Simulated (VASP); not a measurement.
**Lu: single point with revPBE**

Lu:

```
Lu
1.0
     0.00000    2.47121    2.47121
     2.47121    0.00000    2.47121
     2.47121    2.47121    0.00000
Lu
1
Direct
  0.00000 0.00000 0.00000
```

- Program: VASP 6.6.1
- Task: single point
- Functional: revPBE
- Potentials or basis: VASP PAW PBE potentials, release 64 (Lu)
- Cutoff: 520 eV
- k mesh: 18 × 18 × 18
- Occupations: fermi-dirac, width 0.1 eV
- Spin: no spin polarisation

The pressure is 0.1 GPa.

Levels at points of the mesh, in eV from the Fermi level:
| k point | band 9 | band 10 | band 11 | band 12 | band 13 | band 14 | band 15 | band 16 |
| --- | --- | --- | --- | --- | --- | --- | --- | --- |
| (0.00, 0.00, 0.00) | -5.04 | -4.97 | -4.97 | -4.97 | 2.24 | 2.24 | 2.24 | 4.53 |
| (0.50, 0.00, 0.00) | -4.99 | -4.99 | -4.97 | -2.52 | 0.19 | 2.04 | 2.04 | 6.20 |
| (0.50, 0.50, 0.00) | -5.00 | -5.00 | -5.00 | -1.93 | -0.73 | 1.73 | 6.22 | 6.69 |

It took 48 s on 1 thread of Intel(R) Xeon(R) 6975P-C (Granite Rapids), with other jobs on the host, peak memory 0.25 GiB.

Caveat: the PAW data sets were made with another functional, which shifts forces and pressure a little; spin-orbit coupling is left out, which moves the levels of the heavy elements.
